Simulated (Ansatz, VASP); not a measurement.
**MgI2 in VASP and in Ansatz**

```xyz
3
Lattice="2.1042 1.2149 7.8707 -2.1042 1.2149 7.8707 0.0000 -2.4297 7.8707" Properties=species:S:1:pos:R:3 pbc="T T T"
Mg    0.0000    0.0000    0.0000
I     0.0000    0.0000   17.4134
I     0.0000    0.0000    6.1986
```

Alike in both runs: functional PBE; k mesh 6 × 6 × 6; occupations gaussian, width 0.02 eV; no spin polarisation.

Ansatz relaxed the structure, and its values are those at the end. VASP's run is a single point on that final structure, the one shown.

|  | VASP | Ansatz |
| --- | --- | --- |
| version | VASP 6.6.1 | Ansatz 0.2.0 |
| potentials or method | VASP PAW PBE potentials, release 64 (Mg, I), cutoff 520 eV | scalar-relativistic, plane waves, PAW |
| valence electrons in the cell | 16 | 44 |

Ansatz gave:

* gap on the k mesh at the Fermi level (eV): 3.54
* least direct gap on the mesh (eV): 3.72
* pressure (GPa): 0.0
* rms of the force components (eV/Å): 0.001

**Question.** What did VASP give for the same quantities?

**Answer.** gap on the k mesh at the Fermi level (eV): 3.52; least direct gap on the mesh (eV): 3.71; pressure (GPa): 0.0; rms of the force components (eV/Å): 0.004.

VASP's potentials hold 16 valence electrons a cell and Ansatz's 44, so a difference there can come from the potentials and not from the codes.

Neither program's run includes spin-orbit coupling.
